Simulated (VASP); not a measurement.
# O (P6_3/mmc) in VASP: a series of runs, part 2 of 2

VASP 6.6.1. The steps go on from the part before.

## Step 3: Single point, PBE (7.74 Å³/atom)

This run uses another cell than the first one, of 7.74 Å³/atom.

Input file INCAR:

```
SYSTEM = O
PREC = Accurate
ENCUT = 520
EDIFF = 1E-6
ISMEAR = -1
SIGMA = 0.08
LREAL = .FALSE.
LASPH = .TRUE.
NELM = 80
ALGO = Normal
ISIF = 2
LWAVE = .FALSE.
LCHARG = .FALSE.
GGA = PE
NBANDS = 13
```

Input file KPOINTS:

```
Automatic mesh
0
G
  17 17 9
  0 0 0
```

Input file POSCAR:

```
O
1.0
    2.6201771642      0.0000000000      0.0000000000
   -1.3100885821      2.2691399866      0.0000000000
    0.0000000000      0.0000000000      2.6046128253
O
2
Direct
    0.3333333333      0.6666666667      0.2500000000
    0.6666666667      0.3333333333      0.7500000000
```

Potentials or basis: VASP PAW PBE potentials, release 64 (O).

Launch:

```bash
cat potpaw_PBE.64/O/POTCAR > POTCAR
mpirun -np 1 vasp_std > vasp.out
```

Run time: 26 s. Hardware: 1 thread of Intel Xeon 8259CL, shared host; peak memory 0.13 GiB.

The run converged. Its results:

- Free energy: -5.7847 eV
- Pressure: 8.2 GPa
- Band gap on the k mesh: zero (bands 6 and 7 overlap by 1.85 eV)

Stress tensor (GPa, compression positive):
```
8.19 0.00 0.00
0.00 8.19 0.00
0.00 0.00 8.27
```

Levels at points of the mesh, in eV from the Fermi level:
```csv
k point,band 4,band 5,band 6,band 7,band 8,band 9
"(0.00, 0.00, 0.00)",-2.81,-2.81,0.67,0.67,2.40,15.60
```

Caveat: the cell stands under pressure.

## Step 4: Single point, PBE, collinear spin, ferrimagnetic start

This run uses another cell than the first one, of 7.74 Å³/atom.

Input file INCAR:

```
SYSTEM = O
PREC     = Accurate       ! precision mode
ENCUT    = 520            ! plane-wave cutoff, eV
EDIFF    = 1E-6           ! SCF threshold, eV
ISMEAR   = -1             ! smearing method
SIGMA    = 0.08           ! smearing width, eV
LREAL    = .False.        ! projectors in reciprocal space
LASPH    = .True.         ! aspherical terms in the spheres
NELM     = 150            ! most SCF steps
ALGO     = Normal         ! electronic algorithm
ISIF     = 2              ! what is computed and relaxed
LWAVE    = .False.        ! write WAVECAR
LCHARG   = .False.        ! write CHGCAR
ISPIN    = 2              ! spin polarisation
MAGMOM   = 1 -2           ! initial moments
LORBIT   = 11             ! projections on sites
GGA      = PE             ! functional
NBANDS   = 17             ! bands
```

Input file KPOINTS:

```
regular mesh
0
Gamma
  17 17 9
  0 0 0
```

POSCAR is that of step 3.

Potentials or basis: VASP PAW PBE potentials, release 64 (O).

Launch:

```bash
cat potpaw_PBE.64/O/POTCAR > POTCAR
mpirun -np 1 vasp_std > vasp.out
```

OUTCAR:

```text
SYSTEM = O
   PREC = Accurate
   ENCUT = 520
   EDIFF = 1E-6
   ISMEAR = -1
   LREAL = .False.
   LASPH = .True.
   NELM = 150
   ISIF = 2
   ISPIN = 2
   LORBIT = 11
   GGA = PE

 ion  position               nearest neighbor table
   1  0.333  0.667  0.250-
   2  0.667  0.333  0.750-

  LATTYP: Found a hexagonal cell.
 ALAT       =     2.6201771642
 C/A-ratio  =     0.9940598143

  Lattice vectors:

 A1 = (   2.6201771642,   0.0000000000,   0.0000000000)
 A2 = (  -1.3100885821,   2.2691399866,   0.0000000000)
 A3 = (   0.0000000000,   0.0000000000,   2.6046128253)

Analysis of symmetry for initial positions (statically):
=====================================================================
 Subroutine PRICEL returns:
 Original cell was already a primitive cell.

 Routine SETGRP: Setting up the symmetry group for a
 hexagonal supercell.

 Subroutine GETGRP returns: Found 24 space group operations
 (whereof 12 operations were pure point group operations)
[... 671 lines left out ...]

 [... further k-points ...]

 spin component 2

 k-point     1 :       0.0000    0.0000    0.0000
  band No.  band energies     occupation
      1     -19.5273      1.00000
      2     -10.6269      1.00000
      3      -2.0593      1.00000
      4       0.0263      1.00000
      5       0.0263      1.00000
      6       3.5047      0.00023
[... 459 lines left out ...]
      6       2.6671      0.89150
[... 9 lines left out ...]
     16      39.5126      0.00000
     17      39.5516      0.00000

 [... further k-points ...]
[... 5 lines left out ...]
  --------------------------------------------------------------------------------------
  -------------------------------------------------------------------------------------
  Total        0.7920094      0.7920094      0.7988833      0.0000000     -0.0000000      0.0000000
  in kB       81.9418610     81.9418610     82.6530343      0.0000000     -0.0000000      0.0000000
  external PRESSURE =      82.1789188 kB  Pullay stress =       0.0000000 kB

 VOLUME and BASIS-vectors are now :
 -----------------------------------------------------------------------------
  energy-cutoff  :      520.00
  volume of cell :       15.49
      direct lattice vectors                 reciprocal lattice vectors
     2.620177164  0.000000000  0.000000000     0.381653582  0.220347798  0.000000000
    -1.310088582  2.269139987  0.000000000     0.000000000  0.440695597  0.000000000
     0.000000000  0.000000000  2.604612825     0.000000000  0.000000000  0.383934223

 POSITION                                       TOTAL-FORCE (eV/Angst)
 -----------------------------------------------------------------------------------
     -0.00000      1.51276      0.65115        -0.000000      0.000000      0.000000
      1.31009      0.75638      1.95346         0.000000     -0.000000      0.000000
 -----------------------------------------------------------------------------------
    total drift:                                0.000000     -0.000000      0.000000

  FREE ENERGIE OF THE ION-ELECTRON SYSTEM (eV)
  ---------------------------------------------------
  free  energy   TOTEN  =        -5.7846739639 eV

  energy  without entropy=       -5.7555903506  energy(sigma->0) =       -5.77013216

 total charge

# of ion       s       p       d       tot
------------------------------------------
    1        1.670   2.938   0.000   4.609
    2        1.670   2.938   0.000   4.609
--------------------------------------------------
tot          3.341   5.876   0.000   9.217

 magnetization (x)

# of ion       s       p       d       tot
------------------------------------------
    1        0.000   0.000   0.000   0.000
    2        0.000   0.000   0.000   0.000
--------------------------------------------------
tot          0.000   0.000   0.000   0.000
```

stdout:

```text
POSCAR found type information on POSCAR O
 POSCAR found :  1 types and       2 ions
 scaLAPACK will be used
 LDA part: xc-table for (Slater+PW92), standard interpolation
 POSCAR, INCAR and KPOINTS ok, starting setup
 FFT: planning ... GRIDC
 FFT: planning ... GRID_SOFT
 FFT: planning ... GRID
 WAVECAR not read
 entering main loop
```

Wall time 79 s (1 thread of Intel Xeon 8259CL, shared host); peak memory 0.17 GiB.

Results:

```yaml
Free_energy: -5.7847 eV
Pressure: 8.2 GPa
Band_gap_on_the_k_mesh: zero (filled and empty bands overlap)
Net_moment: 0.00 μB per cell
Valence_electrons_inside_the_program's_atomic_spheres: O 4.61
```

Levels at points of the mesh, in eV from the Fermi level:
Spin up:
| k point | band 3 | band 4 | band 5 | band 6 | band 7 | band 8 | band 9 | band 10 |
| --- | --- | --- | --- | --- | --- | --- | --- | --- |
| (0.00, 0.00, 0.00) | -4.90 | -2.81 | -2.81 | 0.67 | 0.67 | 2.40 | 15.60 | 17.15 |
Spin down:
| k point | band 4 | band 5 | band 6 | band 7 | band 8 | band 9 |
| --- | --- | --- | --- | --- | --- | --- |
| (0.00, 0.00, 0.00) | -2.81 | -2.81 | 0.67 | 0.67 | 2.40 | 15.60 |

Caveat: the cell stands under pressure.

## Step 5: The runs side by side

| spin | cell | gap on the mesh (eV) | pressure (GPa) |
| --- | --- | --- | --- |
| off | a = 2.502, b = 2.502, c = 2.557 Å, angles 90.0, 90.0, 120.0°, 2 atoms | none | 34.1 |
| off | a = 2.620, b = 2.620, c = 2.605 Å, angles 90.0, 90.0, 120.0°, 2 atoms | none | 8.2 |
| collinear, ferrimagnetic start | a = 2.620, b = 2.620, c = 2.605 Å, angles 90.0, 90.0, 120.0°, 2 atoms | none | 8.2 |

Alike in all rows: task single point; level PBE; potentials or basis VASP PAW PBE potentials, release 64 (O); k mesh 17 × 17 × 9; cutoff (eV) 520; smearing fermi-dirac 0.08 eV.

Caveats: the cell stands under pressure.

Absolute energies hang on the potentials; compare differences alone.
